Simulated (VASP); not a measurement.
# Te2Mo in VASP: notebook

Te2Mo is run at these levels: PBE+D3(BJ); tasks: single point.

Program: VASP 6.6.1. These are calculated values, not measurements. Logs are shortened: lines on timing, memory, paths and dates and some standing lists are left out, and cuts for length are marked.

### Step 1. The cell of the first run

The cell holds a slab with vacuum, 6 atoms: a = 3.504 Å, b = 3.504 Å, c = 24.768 Å, α = 90.00°, β = 90.00°, γ = 120.00°.

### Step 2. Single point, PBE+D3(BJ)

File INCAR:

```
PREC = Accurate
ENCUT = 520
EDIFF = 1E-6
ISMEAR = 0
SIGMA = 0.05
LREAL = F
LASPH = T
NELM = 80
ALGO = Normal
ISIF = 2
LWAVE = F
LCHARG = F
LDIPOL = T
IDIPOL = 3
DIPOL = 0.5 0.5 0.399
GGA = PE
IVDW = 12
NBANDS = 35
```

File KPOINTS:

```
Automatic mesh
0
Gamma
  9 9 1
```

File POSCAR:

```
Te2Mo
1.0
    3.5038817003      0.0000000000      0.0000000000
   -1.7519408501      3.0344505643      0.0000000000
    0.0000000000      0.0000000000     24.7677199090
Te Mo
4 2
Direct
    0.3333333333      0.6666666667      0.1816881011
    0.3333333333      0.6666666667      0.3284056823
    0.3333333333      1.0000000000      0.4689111471
    0.3333333333      1.0000000000      0.6156287282
    0.6666666667      0.3333333333      0.2550468917
    0.0000000000      1.3333333333      0.5422699377
```

Potentials or basis: VASP PAW PBE potentials, release 64 (Te, Mo_sv).

Started as:

```console
$ cat potpaw_PBE.64/Te/POTCAR potpaw_PBE.64/Mo_sv/POTCAR > POTCAR
$ mpirun -np 1 vasp_std > vasp.out
```

OUTCAR:

```text
PREC = Accurate
   ENCUT = 520
   EDIFF = 1E-6
   ISMEAR = 0
   LREAL = F
   LASPH = T
   NELM = 80
   ISIF = 2
   GGA = PE
   IVDW = 12
 IVDW          = 12

 ion  position               nearest neighbor table
   1  0.333  0.667  0.182-   5 2.72   5 2.72   5 2.72   2 3.63
   2  0.333  0.667  0.328-   5 2.72   5 2.72   5 2.72   1 3.63   3 3.67
   3  0.333  0.000  0.469-   6 2.72   6 2.72   6 2.72   4 3.63   2 3.67
   4  0.333  0.000  0.616-   6 2.72   6 2.72   6 2.72   3 3.63
   5  0.667  0.333  0.255-   1 2.72   2 2.72   1 2.72   2 2.72   1 2.72   2 2.72
   6  0.000  0.333  0.542-   4 2.72   4 2.72   4 2.72   3 2.72   3 2.72   3 2.72

  LATTYP: Found a hexagonal cell.
 ALAT       =     3.5038817003
 C/A-ratio  =     7.0686518631

  Lattice vectors:

 A1 = (   3.5038817003,   0.0000000000,   0.0000000000)
 A2 = (  -1.7519408501,   3.0344505643,   0.0000000000)
 A3 = (   0.0000000000,   0.0000000000,  24.7677199090)

Analysis of symmetry for initial positions (statically):
=====================================================================
 Subroutine PRICEL returns:
 Original cell was already a primitive cell.

 Routine SETGRP: Setting up the symmetry group for a
 hexagonal supercell.

 Subroutine GETGRP returns: Found  2 space group operations
 (whereof  1 operations were pure point group operations)
 out of a pool of 24 trial point group operations.

The static configuration has the point symmetry C_1 .
 The point group associated with its full space group is S_2 .

Analysis of symmetry for dynamics (positions and initial velocities):
=====================================================================
 Subroutine PRICEL returns:
 Original cell was already a primitive cell.

 Routine SETGRP: Setting up the symmetry group for a
 hexagonal supercell.

 Subroutine GETGRP returns: Found  2 space group operations
 (whereof  1 operations were pure point group operations)
 out of a pool of 24 trial point group operations.

The dynamic configuration has the point symmetry C_1 .
 The point group associated with its full space group is S_2 .

 Subroutine INISYM returns: Found  2 space group operations
 (whereof  1 operations are pure point group operations),
 and found     1 'primitive' translations

----------------------------------------------------------------------------------------

                                     Primitive cell

  volume of cell :     263.3392

  direct lattice vectors                    reciprocal lattice vectors
     3.503881700  0.000000000  0.000000000     0.285397763  0.164774475  0.000000000
    -1.751940850  3.034450564  0.000000000     0.000000000  0.329548951  0.000000000
     0.000000000  0.000000000 24.767719909     0.000000000  0.000000000  0.040375134

  length of vectors
     3.503881700  3.503881700 24.767719909     0.329548951  0.329548951  0.040375134

  position of ions in fractional coordinates (direct lattice)
     0.333333333  0.666666667  0.181688101
     0.333333333  0.666666667  0.328405682
     0.333333333  0.000000000  0.468911147
     0.333333333  0.000000000  0.615628728
     0.666666667  0.333333333  0.255046892
     0.000000000  0.333333333  0.542269938

  ion indices of the primitive-cell ions
   primitive index   ion index
                 1           1
                 2           2
                 3           3
                 4           4
                 5           5
                 6           6

----------------------------------------------------------------------------------------

 KPOINTS: Automatic mesh

Automatic generation of k-mesh.
 Grid dimensions read from file:
 generate k-points for:    9    9    1

 Generating k-lattice:

  Cartesian coordinates                     Fractional coordinates (reciprocal lattice)
     0.031710863  0.018308275  0.000000000     0.111111111  0.000000000  0.000000000
     0.000000000  0.036616550  0.000000000     0.000000000  0.111111111  0.000000000
     0.000000000  0.000000000  0.040375134     0.000000000  0.000000000  1.000000000

  Length of vectors
     0.036616550  0.036616550  0.040375134

  Shift w.r.t. Gamma in fractional coordinates (k-lattice)
     0.000000000  0.000000000  0.000000000

 Subroutine IBZKPT returns following result:
 ===========================================

 Found     41 irreducible k-points:

 Following reciprocal coordinates:
            Coordinates               Weight
  0.000000  0.000000  0.000000      1.000000
  0.111111  0.000000  0.000000      2.000000
  0.000000  0.111111  0.000000      2.000000
 -0.111111  0.111111  0.000000      2.000000
  0.222222 -0.000000  0.000000      2.000000
  0.000000  0.222222  0.000000      2.000000
[... 16 lines left out ...]
  0.333333  0.111111  0.000000      2.000000
 -0.111111  0.444444  0.000000      2.000000
 [... further k-points ...]
   k-points           NKPTS =     41   k-points in BZ     NKDIM =     41   number of bands    NBANDS=     35
   number of dos      NEDOS =    301   number of ions     NIONS =      6
   total plane-waves  NPLWV = 150528
   dimension x,y,z NGX =    28 NGY =   28 NGZ =  192
   dimension x,y,z NGXF=    56 NGYF=   56 NGZF=  384
   ions per type =               4   2
   NGX,Y,Z   is equivalent  to a cutoff of  13.28, 13.28, 12.89 a.u.
   NGXF,Y,Z  is equivalent  to a cutoff of  26.57, 26.57, 25.77 a.u.
 SYSTEM =  unknown system
   PREC   = accura    normal or accurate (medium, high low for compatibility)
   ISTART =      0    job   : 0-new  1-cont  2-samecut
   ICHARG =      2    charge: 1-file 2-atom 10-const
   ISPIN  =      1    spin polarized calculation?
   LNONCOLLINEAR =      F non collinear calculations
   LSORBIT =      F    spin-orbit coupling
   LASPH  =      T    aspherical Exc in radial PAW
   ENCUT  =  520.0 eV  38.22 Ry    6.18 a.u.   6.51  6.51 46.05*2*pi/ulx,y,z
   NELM   =     80;   NELMIN=  2; NELMDL= -5     # of ELM steps
   EDIFF  = 0.1E-05   stopping-criterion for ELM
   LREAL  =      F    real-space projection
   EDIFFG = 0.1E-04   stopping-criterion for IOM
   NSW    =      0    number of steps for IOM
   IBRION =     -1    ionic relax: 0-MD 1-quasi-New 2-CG
   NFREE  =      0    steps in history (QN), initial steepest desc. (CG)
   ISIF   =      2    stress and relaxation
   ISYM   =      2    0-nonsym 1-usesym 2-fastsym
   POTIM  = 0.5000    time-step for ionic-motion
   TEBEG  =    0.0;   TEEND  =   0.0 temperature during run
   PSTRESS=    0.0 pullay stress
   NELECT =      52.0000    total number of electrons
   NUPDOWN=      -1.0000    fix difference up-down
   EMIN   =  10.00;   EMAX   =-10.00  energy-range for DOS
   EFERMI =   0.00;   METHOD = LEGACY
   ISMEAR =     0;   SIGMA  =   0.05  broadening in eV -4-tet -1-fermi 0-gaus
   EFERMI_NEDOS =   21; number of points for ismear=-14 and -15
   IALGO  =     38    algorithm
   IMIX   =      4    mixing-type and parameters
     AMIX     =   0.40;   BMIX     =  1.00
     AMIX_MAG =   1.60;   BMIX_MAG =  1.00
  volume/ion in A,a.u.               =      43.89       296.18
  Fermi-wavevector in a.u.,A,eV,Ry     =   0.953317  1.801508 12.365161  0.908814
  Thomas-Fermi vector in A             =   2.081961
   LORBIT       =      0    0 simple, 1 ext, 2 COOP (PROOUT), +10 PAW based schemes
   GGA     = PE    functional components
   LHFCALC =     F    Hartree Fock is set to
   AEXX    =    0.0000 exact exchange contribution
   IVDW    =    12    specifies the selected vdW correction
   LEPSILON=     F    determine dielectric tensor
   LRPA    =     F    only Hartree local field effects (RPA)
 non-spin polarized calculation
 Gauss-broadening in eV      SIGMA  =   0.05
  energy-cutoff  :      520.00
  volume of cell :      263.34
 maximum number of plane-waves:      7173
 NGX is ok and might be reduce to    28
   NGX = 13   NGY = 13   NGZ = 93

 dipolmoment           0.000000      0.000000     -0.000000 electrons x Angstroem

 number of electron      51.9999998 magnetization

 dipolmoment           0.000000      0.000000      0.000000 electrons x Angstroem

 Free energy of the ion-electron system (eV)
  ---------------------------------------------------
  ext. energy  EPLUGINS =         0.00000000
  ---------------------------------------------------
  free energy    TOTEN  =       -35.92638130 eV

  energy without entropy =      -35.92638130  energy(sigma->0) =      -35.92638130

 E-fermi :   2.8486     XC(G=0):  -6.3902

 val. band max:        2.4958405605   @ k =   0.3333   0.3333   0.0000
 cond. band min:       3.5689753767   @ k =  -0.4444   0.2222   0.0000
 fundamental gap:      1.0731348162
 Fermi energy:         2.8485577108

 k-point     1 :       0.0000    0.0000    0.0000
  band No.  band energies     occupation
      1     -58.1801      2.00000
      2     -58.1801      2.00000
      3     -32.3585      2.00000
      4     -32.3585      2.00000
      5     -32.2133      2.00000
      6     -32.2133      2.00000
[... 27 lines left out ...]
     34       5.9855      0.00000
     35       6.6677      0.00000

 k-point     2 :       0.1111    0.0000    0.0000
  band No.  band energies     occupation
      1     -58.1789      2.00000
      2     -58.1789      2.00000
      3     -32.3550      2.00000
      4     -32.3550      2.00000
      5     -32.2288      2.00000
      6     -32.2288      2.00000
[... 27 lines left out ...]
     34       5.8325      0.00000
     35       6.9047      0.00000

 k-point     3 :       0.0000    0.1111    0.0000
  band No.  band energies     occupation
      1     -58.1789      2.00000
      2     -58.1789      2.00000
      3     -32.3550      2.00000
      4     -32.3550      2.00000
      5     -32.2291      2.00000
      6     -32.2291      2.00000
[... 27 lines left out ...]
     34       5.8226      0.00000
     35       6.9076      0.00000
[... 723 lines left out ...]
 k-point    23 :       0.3333    0.1111    0.0000
  band No.  band energies     occupation
      1     -58.1706      2.00000
      2     -58.1706      2.00000
      3     -32.3317      2.00000
      4     -32.3317      2.00000
      5     -32.3286      2.00000
      6     -32.3286      2.00000
[... 27 lines left out ...]
     34       6.0983      0.00000
     35       7.1824      0.00000

 k-point    24 :      -0.1111    0.4444    0.0000
  band No.  band energies     occupation
      1     -58.1706      2.00000
      2     -58.1706      2.00000
      3     -32.3322      2.00000
      4     -32.3322      2.00000
      5     -32.3282      2.00000
      6     -32.3282      2.00000
[... 27 lines left out ...]
     34       6.1353      0.00000
     35       7.2894      0.00000

 [... further k-points ...]

------------------------ aborting loop because EDIFF is reached ----------------------------------------

 vacuum level on the upper side and lower side of the slab       (xc-potential included)        -0.130        -0.130

 Edisp (eV)   -2.78868

 E8    (eV) :    -1.3193

  FORCE on cell =-STRESS in cart. coord.  units (eV):
  Direction    XX          YY          ZZ          XY          YZ          ZX
  --------------------------------------------------------------------------------------
  -------------------------------------------------------------------------------------
  Total      -0.10572    -0.12946     0.26811    -0.12515     0.57751    -0.17174
  in kB      -0.64319    -0.78766     1.63120    -0.76142     3.51360    -1.04491
  external pressure =        0.07 kB  Pullay stress =        0.00 kB

 VOLUME and BASIS-vectors are now :
 -----------------------------------------------------------------------------
  energy-cutoff  :      520.00
  volume of cell :      263.34
      direct lattice vectors                 reciprocal lattice vectors
     3.503881700  0.000000000  0.000000000     0.285397763  0.164774475  0.000000000
    -1.751940850  3.034450564  0.000000000     0.000000000  0.329548951  0.000000000
     0.000000000  0.000000000 24.767719909     0.000000000  0.000000000  0.040375134

 POSITION                                       TOTAL-FORCE (eV/Angst)
 -----------------------------------------------------------------------------------
     -0.00000      2.02297      4.50000         0.003330      0.004942      0.001350
     -0.00000      2.02297      8.13386         0.035106     -0.092654     -0.075684
      1.16796      0.00000     11.61386        -0.035106      0.092654      0.075684
      1.16796      0.00000     15.24772        -0.003330     -0.004942     -0.001350
      1.75194      1.01148      6.31693         0.002003     -0.043752     -0.010793
     -0.58398      1.01148     13.43079        -0.002003      0.043752      0.010793
 -----------------------------------------------------------------------------------
    total drift:                                0.000007     -0.000015      0.000040

  FREE ENERGIE OF THE ION-ELECTRON SYSTEM (eV)
  ---------------------------------------------------
  free  energy   TOTEN  =       -38.7150626526 eV

  energy  without entropy=      -38.7150626526  energy(sigma->0) =      -38.71506265

 vacuum level on the upper side and lower side of the slab         7.208         7.208
```

Run time: 5.5 min. Hardware: 1 thread of Intel Xeon 6975P-C (Granite Rapids), shared host; peak memory 0.58 GiB.

What came out:

| Item | Value |
| --- | --- |
| Free energy | -38.7151 eV |
| Largest force | 0.125 eV/Å |
| Band gap on the k mesh | 1.07 eV, indirect (least direct gap 1.15 eV) |
| Dispersion energy per atom | -0.465 eV |

Forces in eV/Å, atoms in the order of the input:
```
Te   0.003  0.005  0.001
Te   0.035 -0.093 -0.076
Te  -0.035  0.093  0.076
Te  -0.003 -0.005 -0.001
Mo   0.002 -0.044 -0.011
Mo  -0.002  0.044  0.011
```

Caveat: spin-orbit coupling is left out, which moves the levels of the heavy elements.

[end of part 1 of 2]
